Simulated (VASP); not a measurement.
Wanted: the native input for a VASP 6.6.1 run.

* Task: single point
* Functional: PBEsol
* Potentials or basis: VASP PAW PBE potentials, release 64 (Zn, Se)
* Cutoff: 520 eV
* k mesh: 12 × 12 × 4
* Occupations: fermi-dirac, width 0.02 eV
* Spin: no spin polarisation
* Dipole correction: no
* Further INCAR settings: ALGO = Normal; EDIFF = 1e-07; NBANDS = 26

The structure of ZnSe lies in POSCAR:

```
ZnSe
1.0
    3.7442149501      0.0000000000      0.0000000000
   -1.8721074751      3.2425852640      0.0000000000
    0.0000000000      0.0000000000      6.0874789688
Zn Se
2 2
Direct
    0.0000000000      0.0000000000      0.0000000000
    0.0000000000      0.0000000000      0.5000000000
    0.3333333333      0.6666666667      0.2500000000
    0.6666666667      0.3333333333      0.7500000000
```

The input as run:

INCAR

```
PREC     = Accurate       # precision mode
ENCUT    = 520            # plane-wave cutoff, eV
EDIFF    = 1E-7           # SCF threshold, eV
ISMEAR   = -1             # smearing method
SIGMA    = 0.02           # smearing width, eV
LREAL    = F              # projectors in reciprocal space
LASPH    = T              # aspherical terms in the spheres
NELM     = 60             # most SCF steps
ALGO     = Normal         # electronic algorithm
ISIF     = 2              # what is computed and relaxed
LWAVE    = F              # write WAVECAR
LCHARG   = T              # write CHGCAR
GGA      = PS             # functional
LELF     = T              # ELF
LVHAR    = T            
NBANDS   = 26             # bands
```

KPOINTS

```
Automatic mesh
0
Gamma
  12 12 4
```

Potentials or basis: VASP PAW PBE potentials, release 64 (Zn, Se).

Run with:

```console
$ cat potpaw_PBE.64/Zn/POTCAR potpaw_PBE.64/Se/POTCAR > POTCAR
$ mpirun -np 1 vasp_std > vasp.out
```

Results of the run:

The pressure is 0.3 GPa and the band gap on the k mesh is zero (bands 18 and 19 overlap by 0.52 eV).

Caveat: semilocal functionals underestimate gaps, and a narrow one can read as zero; the PAW data sets were made with another functional, which shifts forces and pressure a little.

Wall time 2.4 min on 1 thread of Intel Xeon 8259CL (shared host), peak memory 0.25 GiB.
